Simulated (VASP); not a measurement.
## Cd: single point with PBE

Crystal: Cd.

```
Cd
1.0
     5.14568    0.00000    0.00000
    -2.57284    4.45629    0.00000
     0.00000    0.00000    3.09548
Cd
3
Cartesian
  0.0000 0.0000 0.0000
  0.0000 2.9709 1.5477
  2.5728 1.4854 1.5477
```

This isn't the form of Cd at room conditions, which is hcp.

| Item | Value |
| --- | --- |
| Program | VASP 6.6.1 |
| Task | single point |
| Functional | PBE |
| Potentials or basis | VASP PAW PBE potentials, release 64 (Cd) |
| Cutoff | 520 eV |
| k mesh | 7 × 7 × 10 |
| Occupations | fermi-dirac, width 0.1 eV |
| Spin | no spin polarisation |

```json
{"Pressure": "0.2 GPa", "Band gap on the k mesh": "zero (bands 18 and 19 overlap by 4.53 eV)"}
```

Levels at points of the mesh, in eV from the Fermi level:
| k point | band 15 | band 16 | band 17 | band 18 | band 19 | band 20 | band 21 | band 22 |
| --- | --- | --- | --- | --- | --- | --- | --- | --- |
| (0.00, 0.00, 0.00) | -8.22 | -8.21 | 0.18 | 0.40 | 0.92 | 0.92 | 0.96 | 0.96 |
| (0.00, 0.00, 0.50) | -8.03 | -3.60 | -3.26 | 3.47 | 3.61 | 3.61 | 3.68 | 4.49 |

Wall time 34 s on 1 thread of Oxide Virtual Turin-like Processor (shared host), peak memory 0.18 GiB.
